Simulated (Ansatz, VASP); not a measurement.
# One calculation of Ge3BiN, two programs

```xyz
5
Lattice="4.5925 0.0000 0.0000 0.0000 4.5925 0.0000 0.0000 0.0000 4.5925" Properties=species:S:1:pos:R:3 pbc="T T T"
Ge    2.2962    2.2962    0.0000
Ge    0.0000    2.2962    2.2962
Ge    2.2962    0.0000    2.2962
Bi    0.0000    0.0000    0.0000
N     2.2962    2.2962    2.2962
```

Alike in both runs: functional PBE; k mesh 8 × 8 × 8; occupations fermi-dirac, width 0.15 eV; no spin polarisation.

Ansatz relaxed the structure, and its values are those at the end. VASP's run is a single point on that final structure, the one shown.

|  | VASP | Ansatz |
| --- | --- | --- |
| version | VASP 6.6.1 | Ansatz 0.2.0 |
| potentials or method | VASP PAW PBE potentials, release 64 (Ge_d, Bi_d, N), cutoff 520 eV | scalar-relativistic, plane waves, PAW |
| valence electrons in the cell | 62 | 62 |

```csv
,VASP,Ansatz,Ansatz less VASP
gap on the k mesh at the Fermi level (eV),none,none,-
pressure (GPa),0.0,0.0,-0.02
```

A gap of «none» marks a metal or a gap that the smearing closes.

Neither program's run includes spin-orbit coupling.
